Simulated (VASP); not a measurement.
# C (P6_3/mmc) in VASP: a series of runs

The runs below take C through single point, relaxation of the atoms, with PBEsol.

All numbers are computed with VASP 6.6.1; they aren't measurements. Logs are shortened: lines on timing, memory, paths and dates and some standing lists are left out, and cuts for length are marked.

**1. The cell of the first run**

Symmetry: P6_3/mmc, No. 194, hexagonal system. The conventional cell has a = 2.524 Å, b = 2.524 Å, c = 4.162 Å, α = 90.00°, β = 90.00°, γ = 120.00°. Within 2.1 Å of C (site symmetry 3m) lie 4 C at 1.55 to 1.56 Å.

**2. Single point, PBEsol (strained cell)**

INCAR reads:

```
SYSTEM = C
ALGO     = Normal         ! electronic algorithm
EDIFF    = 1E-6           ! SCF threshold, eV
ENCUT    = 600            ! plane-wave cutoff, eV
GGA      = PS             ! functional
GGA_COMPAT= .FALSE.      
ISIF     = 2              ! what is computed and relaxed
ISMEAR   = 0              ! smearing method
LASPH    = .TRUE.         ! aspherical terms in the spheres
LCHARG   = .FALSE.        ! write CHGCAR
LREAL    = .FALSE.        ! projectors in reciprocal space
LWAVE    = .FALSE.        ! write WAVECAR
NBANDS   = 16             ! bands
NELM     = 120            ! most SCF steps
PREC     = Accurate       ! precision mode
SIGMA    = 0.02           ! smearing width, eV
```

KPOINTS reads:

```
k-points
0
G
  9 9 6
  0 0 0
```

POSCAR reads:

```
C
1.0
    2.5237147988      0.0000000000      0.0000000000
   -1.2618573994      2.1856011277      0.0000000000
    0.0000000000      0.0000000000      4.1618595741
C
4
Direct
    0.3333333333      0.6666666667     -0.0003155577
    0.6666666667      0.3333333333      0.4996844423
    0.3333333333      0.6666666667      0.3743155577
    0.6666666667      0.3333333333      0.8743155577
```

Potentials or basis: VASP PAW PBE potentials, release 64 (C).

Started as:

```bash
$ cat potpaw_PBE.64/C/POTCAR > POTCAR
$ mpirun -np 1 vasp_std > vasp.out
```

OUTCAR:

```text
SYSTEM = C
   EDIFF = 1E-6
   ENCUT = 600
   GGA = PS
   ISIF = 2
   ISMEAR = 0
   LASPH = .TRUE.
   LREAL = .FALSE.
   NELM = 120
   PREC = Accurate

 ion  position               nearest neighbor table
   1  0.333  0.667  1.000-   4 1.55   4 1.55   4 1.55   3 1.56
   2  0.667  0.333  0.500-   3 1.55   3 1.55   3 1.55   4 1.56
   3  0.333  0.667  0.374-   2 1.55   2 1.55   2 1.55   1 1.56
   4  0.667  0.333  0.874-   1 1.55   1 1.55   1 1.55   2 1.56

  LATTYP: Found a hexagonal cell.
 ALAT       =     2.5237147988
 C/A-ratio  =     1.6491005941

  Lattice vectors:

 A1 = (   2.5237147988,   0.0000000000,   0.0000000000)
 A2 = (  -1.2618573994,   2.1856011277,   0.0000000000)
 A3 = (   0.0000000000,   0.0000000000,   4.1618595741)

Analysis of symmetry for initial positions (statically):
=====================================================================
 Subroutine PRICEL returns:
 Original cell was already a primitive cell.

 Routine SETGRP: Setting up the symmetry group for a
 hexagonal supercell.

 Subroutine GETGRP returns: Found 24 space group operations
 (whereof  6 operations were pure point group operations)
 out of a pool of 24 trial point group operations.

The static configuration has the point symmetry C_3v.
 The point group associated with its full space group is D_6h.

Analysis of symmetry for dynamics (positions and initial velocities):
=====================================================================
 Subroutine PRICEL returns:
 Original cell was already a primitive cell.

 Routine SETGRP: Setting up the symmetry group for a
 hexagonal supercell.

 Subroutine GETGRP returns: Found 24 space group operations
 (whereof  6 operations were pure point group operations)
 out of a pool of 24 trial point group operations.

The dynamic configuration has the point symmetry C_3v.
 The point group associated with its full space group is D_6h.

 Subroutine INISYM returns: Found 24 space group operations
 (whereof  6 operations are pure point group operations),
 and found     1 'primitive' translations

----------------------------------------------------------------------------------------

                                     Primitive cell

  volume of cell :      22.9561

  direct lattice vectors                    reciprocal lattice vectors
     2.523714799  0.000000000  0.000000000     0.396241287  0.228770014  0.000000000
    -1.261857399  2.185601128  0.000000000     0.000000000  0.457540027  0.000000000
     0.000000000  0.000000000  4.161859574     0.000000000  0.000000000  0.240277208

  length of vectors
     2.523714799  2.523714799  4.161859574     0.457540027  0.457540027  0.240277208

  position of ions in fractional coordinates (direct lattice)
     0.333333333  0.666666667  0.999684442
     0.666666667  0.333333333  0.499684442
     0.333333333  0.666666667  0.374315558
     0.666666667  0.333333333  0.874315558

  ion indices of the primitive-cell ions
   primitive index   ion index
                 1           1
                 2           2
                 3           3
                 4           4

----------------------------------------------------------------------------------------

 KPOINTS: k-points

Automatic generation of k-mesh.
 Grid dimensions read from file:
 generate k-points for:    9    9    6

 Generating k-lattice:

  Cartesian coordinates                     Fractional coordinates (reciprocal lattice)
     0.044026810  0.025418890  0.000000000     0.111111111 -0.000000000  0.000000000
     0.000000000  0.050837781  0.000000000     0.000000000  0.111111111  0.000000000
     0.000000000  0.000000000  0.040046201     0.000000000  0.000000000  0.166666667

  Length of vectors
     0.050837781  0.050837781  0.040046201

  Shift w.r.t. Gamma in fractional coordinates (k-lattice)
     0.000000000  0.000000000  0.000000000

 Subroutine IBZKPT returns following result:
 ===========================================

 Found     48 irreducible k-points:

 Following reciprocal coordinates:
            Coordinates               Weight
  0.000000  0.000000  0.000000      1.000000
  0.111111 -0.000000  0.000000      6.000000
  0.222222 -0.000000  0.000000      6.000000
  0.333333  0.000000  0.000000      6.000000
  0.444444 -0.000000  0.000000      6.000000
  0.111111  0.111111  0.000000      6.000000
[... 16 lines left out ...]
  0.333333  0.222222  0.166667     24.000000
  0.333333  0.333333  0.166667      4.000000
 [... further k-points ...]
   k-points           NKPTS =     48   k-points in BZ     NKDIM =     48   number of bands    NBANDS=     16
   number of dos      NEDOS =    301   number of ions     NIONS =      4
   total plane-waves  NPLWV =  14400
   dimension x,y,z NGX =    20 NGY =   20 NGZ =   36
   dimension x,y,z NGXF=    40 NGYF=   40 NGZF=   72
   ions per type =               4
   NGX,Y,Z   is equivalent  to a cutoff of  13.17, 13.17, 14.38 a.u.
   NGXF,Y,Z  is equivalent  to a cutoff of  26.35, 26.35, 28.76 a.u.
 SYSTEM =  C
   PREC   = accura    normal or accurate (medium, high low for compatibility)
   ISTART =      0    job   : 0-new  1-cont  2-samecut
   ICHARG =      2    charge: 1-file 2-atom 10-const
   ISPIN  =      1    spin polarized calculation?
   LNONCOLLINEAR =      F non collinear calculations
   LSORBIT =      F    spin-orbit coupling
   LASPH  =      T    aspherical Exc in radial PAW
   ENCUT  =  600.0 eV  44.10 Ry    6.64 a.u.   5.04  5.04  8.31*2*pi/ulx,y,z
   NELM   =    120;   NELMIN=  2; NELMDL= -5     # of ELM steps
   EDIFF  = 0.1E-05   stopping-criterion for ELM
   LREAL  =      F    real-space projection
   EDIFFG = 0.1E-04   stopping-criterion for IOM
   NSW    =      0    number of steps for IOM
   IBRION =     -1    ionic relax: 0-MD 1-quasi-New 2-CG
   NFREE  =      0    steps in history (QN), initial steepest desc. (CG)
   ISIF   =      2    stress and relaxation
   ISYM   =      2    0-nonsym 1-usesym 2-fastsym
   POTIM  = 0.5000    time-step for ionic-motion
   TEBEG  =    0.0;   TEEND  =   0.0 temperature during run
   PSTRESS=    0.0 pullay stress
   NELECT =      16.0000    total number of electrons
   NUPDOWN=      -1.0000    fix difference up-down
   EMIN   =  10.00;   EMAX   =-10.00  energy-range for DOS
   EFERMI =   0.00;   METHOD = LEGACY
   ISMEAR =     0;   SIGMA  =   0.02  broadening in eV -4-tet -1-fermi 0-gaus
   EFERMI_NEDOS =   21; number of points for ismear=-14 and -15
   IALGO  =     38    algorithm
   IMIX   =      4    mixing-type and parameters
     AMIX     =   0.40;   BMIX     =  1.00
     AMIX_MAG =   1.60;   BMIX_MAG =  1.00
  volume/ion in A,a.u.               =       5.74        38.73
  Fermi-wavevector in a.u.,A,eV,Ry     =   1.451494  2.742926 28.665234  2.106835
  Thomas-Fermi vector in A             =   2.568985
   LORBIT       =      0    0 simple, 1 ext, 2 COOP (PROOUT), +10 PAW based schemes
   GGA     = PS    functional components
   LHFCALC =     F    Hartree Fock is set to
   AEXX    =    0.0000 exact exchange contribution
   IVDW    =     0    specifies the selected vdW correction
   LEPSILON=     F    determine dielectric tensor
   LRPA    =     F    only Hartree local field effects (RPA)
 non-spin polarized calculation
 Gauss-broadening in eV      SIGMA  =   0.02
  energy-cutoff  :      600.00
  volume of cell :       22.96
 maximum number of plane-waves:       777
   NGX = 11   NGY = 11   NGZ = 17

 number of electron      16.0000003 magnetization

 Free energy of the ion-electron system (eV)
  ---------------------------------------------------
  ext. energy  EPLUGINS =         0.00000000
  ---------------------------------------------------
  free energy    TOTEN  =       -38.39782581 eV

  energy without entropy =      -38.39782581  energy(sigma->0) =      -38.39782581

 E-fermi :  10.0114     XC(G=0): -13.3674

 val. band max:        9.8320588331   @ k =   0.0000   0.0000   0.0000
 cond. band min:      12.9701618035   @ k =   0.3333   0.3333   0.0000
 fundamental gap:      3.1381029705
 Fermi energy:        10.0113521339

 k-point     1 :       0.0000    0.0000    0.0000
  band No.  band energies     occupation
      1     -11.8469      2.00000
      2      -6.1537      2.00000
      3      -3.8311      2.00000
      4       6.6713      2.00000
      5       6.6713      2.00000
      6       9.3559      2.00000
[... 8 lines left out ...]
     15      23.6560      0.00000
     16      27.4235      0.00000

 k-point     2 :       0.1111   -0.0000    0.0000
  band No.  band energies     occupation
      1     -11.5438      2.00000
      2      -5.8810      2.00000
      3      -3.5502      2.00000
      4       5.2333      2.00000
      5       6.0828      2.00000
      6       8.6241      2.00000
[... 8 lines left out ...]
     15      24.0173      0.00000
     16      26.0255      0.00000

 k-point     3 :       0.2222   -0.0000    0.0000
  band No.  band energies     occupation
      1     -10.6417      2.00000
      2      -5.0683      2.00000
      3      -2.7525      2.00000
      4       2.2617      2.00000
      5       4.9351      2.00000
      6       6.0725      2.00000
[... 8 lines left out ...]
     15      24.0361      0.00000
     16      25.0320      0.00000

 k-point     4 :       0.3333    0.0000    0.0000
  band No.  band energies     occupation
      1      -9.1685      2.00000
      2      -3.7360      2.00000
      3      -2.0067      2.00000
      4      -0.4216      2.00000
      5       3.2553      2.00000
      6       3.9449      2.00000
[... 8 lines left out ...]
     15      24.5621      0.00000
     16      25.7381      0.00000

 k-point     5 :       0.4444   -0.0000    0.0000
  band No.  band energies     occupation
      1      -7.2709      2.00000
      2      -4.1453      2.00000
      3      -1.9837      2.00000
      4       0.2698      2.00000
      5       0.6868      2.00000
      6       3.4033      2.00000
[... 8 lines left out ...]
     15      26.0001      0.00000
     16      27.9212      0.00000

 k-point     6 :       0.1111    0.1111    0.0000
  band No.  band energies     occupation
      1     -10.9412      2.00000
      2      -5.3382      2.00000
      3      -3.0083      2.00000
      4       3.3912      2.00000
      5       4.7941      2.00000
      6       7.0176      2.00000
[... 8 lines left out ...]
     15      24.8006      0.00000
     16      25.0320      0.00000
[... 267 lines left out ...]
 k-point    21 :       0.4444    0.1111    0.1667
  band No.  band energies     occupation
      1      -6.2742      2.00000
      2      -4.5442      2.00000
      3      -2.2022      2.00000
      4      -0.5869      2.00000
      5       1.7130      2.00000
      6       2.6305      2.00000
[... 8 lines left out ...]
     15      25.4726      0.00000
     16      27.5440      0.00000

 k-point    22 :       0.2222    0.2222    0.1667
  band No.  band energies     occupation
      1      -8.1224      2.00000
      2      -4.0388      2.00000
      3      -1.4250      2.00000
      4       1.1155      2.00000
      5       1.2327      2.00000
      6       2.4010      2.00000
[... 8 lines left out ...]
     15      23.3121      0.00000
     16      25.9822      0.00000

 k-point    23 :       0.3333    0.2222    0.1667
  band No.  band energies     occupation
      1      -6.2706      2.00000
      2      -3.6154      2.00000
      3      -2.1234      2.00000
      4       0.0580      2.00000
      5       0.4408      2.00000
      6       2.3522      2.00000
[... 8 lines left out ...]
     15      24.7722      0.00000
     16      26.0422      0.00000

 k-point    24 :       0.3333    0.3333    0.1667
  band No.  band energies     occupation
      1      -4.6272      2.00000
      2      -4.6272      2.00000
      3      -1.1026      2.00000
      4      -0.6171      2.00000
      5      -0.6171      2.00000
      6       2.4497      2.00000
[... 8 lines left out ...]
     15      25.0300      0.00000
     16      25.0300      0.00000

 [... further k-points ...]

------------------------ aborting loop because EDIFF is reached ----------------------------------------

  FORCE on cell =-STRESS in cart. coord.  units (eV):
  Direction    XX          YY          ZZ          XY          YZ          ZX
  --------------------------------------------------------------------------------------
  -------------------------------------------------------------------------------------
  Total       -1.7503722     -1.7503722     -0.0440892      0.0000000     -0.0000000      0.0000000
  in kB     -122.1637581   -122.1637582     -3.0771184      0.0000000     -0.0000000      0.0000000
  external PRESSURE =     -82.4682116 kB  Pullay stress =       0.0000000 kB

 VOLUME and BASIS-vectors are now :
 -----------------------------------------------------------------------------
  energy-cutoff  :      600.00
  volume of cell :       22.96
      direct lattice vectors                 reciprocal lattice vectors
     2.523714799  0.000000000  0.000000000     0.396241287  0.228770014  0.000000000
    -1.261857399  2.185601128  0.000000000     0.000000000  0.457540027  0.000000000
     0.000000000  0.000000000  4.161859574     0.000000000  0.000000000  0.240277208

 POSITION                                       TOTAL-FORCE (eV/Angst)
 -----------------------------------------------------------------------------------
     -0.00000      1.45707      4.16055        -0.000000     -0.000000      0.001764
      1.26186      0.72853      2.07962         0.000000      0.000000      0.001764
     -0.00000      1.45707      1.55785         0.000000      0.000000     -0.001764
      1.26186      0.72853      3.63878        -0.000000      0.000000     -0.001764
 -----------------------------------------------------------------------------------
    total drift:                               -0.000000      0.000000     -0.000007

  FREE ENERGIE OF THE ION-ELECTRON SYSTEM (eV)
  ---------------------------------------------------
  free  energy   TOTEN  =       -38.3978258062 eV

  energy  without entropy=      -38.3978258062  energy(sigma->0) =      -38.39782581
```

Wall time 8.5 s (1 thread of Intel Xeon 8259CL, shared host); peak memory 0.14 GiB.

Results:

* Free energy: -38.3978 eV
* Pressure: -8.2 GPa
* Band gap on the k mesh: 3.14 eV (least direct gap 4.78 eV)

Stress tensor (GPa, compression positive):
```
-12.22   0.00   0.00
  0.00 -12.22   0.00
  0.00   0.00  -0.31
```

Caveat: the cell differs from its parent crystal (strained cell); the stress differs along the axes, from -12 to -0 GPa; the PAW data sets were made with another functional, which shifts forces and pressure a little. A k mesh can miss the band edges.

(Part 1 of 3 ends here.)
